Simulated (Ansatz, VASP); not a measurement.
## AlNi: VASP beside Ansatz

```xyz
2
Lattice="2.0224 -2.0222 0.0000 2.0224 2.0222 0.0000 0.0000 0.0000 2.8701" Properties=species:S:1:pos:R:3 pbc="T T T"
Al    0.0000    0.0000    0.0000
Ni    2.0224    0.0000    1.4351
```

Alike in both runs: functional r2SCAN; k mesh 16 × 16 × 14; occupations gaussian, width 0.1 eV; no spin polarisation.

Ansatz relaxed the structure, and its values are those at the end. VASP's run is a single point on that final structure, the one shown.

|  | VASP | Ansatz |
| --- | --- | --- |
| version | VASP 6.6.1 | Ansatz 0.2.0 |
| potentials or method | VASP PAW PBE potentials, release 64 (Al, Ni), cutoff 520 eV | scalar-relativistic, plane waves, PAW |
| valence electrons in the cell | 13 | 21 |

Ansatz gave:

- gap on the k mesh at the Fermi level (eV): none
- pressure (GPa): 0.0

**Question.** What did VASP give for the same quantities?

**Answer.** gap on the k mesh at the Fermi level (eV): none; pressure (GPa): -0.2.

VASP's potentials were made for PBE, not for r2SCAN. A gap of «none» marks a metal or a gap that the smearing closes. The functional is the same, so the differences come from potentials, cutoffs and numerics. VASP's potentials hold 13 valence electrons a cell and Ansatz's 21, so a difference there can come from the potentials and not from the codes.
